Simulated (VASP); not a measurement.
A run of VASP 6.6.1 is set up as follows.

INCAR

```
SYSTEM = Ru
PREC = Accurate
ENCUT = 520
EDIFF = 1E-6
ISMEAR = -1
SIGMA = 0.05
LREAL = .False.
LASPH = .True.
NELM = 100
ALGO = Normal
ISIF = 2
LWAVE = .False.
LCHARG = .False.
GGA = PS
NBANDS = 21
```

File KPOINTS:

```
Automatic mesh
0
Gamma
  18 18 10
  0 0 0
```

File POSCAR:

```
Ru
1.0
    2.4046915201      0.0000000000      0.0000000000
   -1.2023457600      2.0825239447      0.0000000000
    0.0000000000      0.0000000000      3.8410818079
Ru
2
Direct
    0.3333333333      0.6666666667      0.2500000000
    0.6666666667      0.3333333333      0.7500000000
```

Potentials or basis: VASP PAW PBE potentials, release 64 (Ru_pv).

Launch:

```sh
$ cat potpaw_PBE.64/Ru_pv/POTCAR > POTCAR
$ mpirun -np 1 vasp_std > vasp.out
```

Predict the pressure.

243.3 GPa.

Estimate the band gap on the k mesh.

zero (bands 14 and 15 overlap by 5.39 eV).

Stress tensor (GPa, compression positive):
```
243.18   0.00   0.00
  0.00 243.18   0.00
  0.00   0.00 243.40
```

Caveat: the cell stands under pressure; the PAW data sets were made with another functional, which shifts forces and pressure a little.
